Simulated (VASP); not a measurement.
Set up this calculation in VASP 6.6.1, as the native input.

```yaml
Task: single point
Functional: LDA
Potentials_or_basis: VASP PAW LDA potentials, release 64 (Zn)
Cutoff: 520 eV
k_mesh: 9 × 9 × 4
Occupations: gaussian, width 0.1 eV
Spin: no spin polarisation
Dipole_correction: no
Further_INCAR_settings: ALGO = Normal; EDIFF = 1e-06; NBANDS = 19
```

The structure of Zn lies in POSCAR:

```
Zn
1.0
    2.6700000000      0.0000000000      0.0000000000
   -1.3350000000      2.3122878281      0.0000000000
    0.0000000000      0.0000000000      4.9660000000
Zn
2
Direct
    0.3333333333      0.6666666667      0.2500000000
    0.6666666667      0.3333333333      0.7500000000
```

These files were run (other wordings do the same):

INCAR

```
SYSTEM = Zn
ALGO     = Normal         ! electronic algorithm
EDIFF    = 1E-6           ! SCF threshold, eV
ENCUT    = 520            ! plane-wave cutoff, eV
GGA      = CA             ! functional
ISIF     = 2              ! what is computed and relaxed
ISMEAR   = 0              ! smearing method
LASPH    = .True.         ! aspherical terms in the spheres
LCHARG   = .False.        ! write CHGCAR
LREAL    = .False.        ! projectors in reciprocal space
LWAVE    = .False.        ! write WAVECAR
NBANDS   = 19             ! bands
NELM     = 100            ! most SCF steps
PREC     = Accurate       ! precision mode
SIGMA    = 0.1            ! smearing width, eV
```

KPOINTS

```
k-points
0
Gamma
  9 9 4
  0 0 0
```

Potentials or basis: VASP PAW LDA potentials, release 64 (Zn).

The run is started by

```bash
$ cat potpaw_LDA.64/Zn/POTCAR > POTCAR
$ mpirun -np 1 vasp_std > vasp.out
```

Results of the run:

```
Pressure               : -8.6 GPa
Band gap on the k mesh : zero (bands 12 and 13 overlap by 4.09 eV)
```

Caveat: the cell stands under tension.

It took 20 s on 1 thread of Intel Xeon 8259CL, with other jobs on the host, peak memory 0.14 GiB.
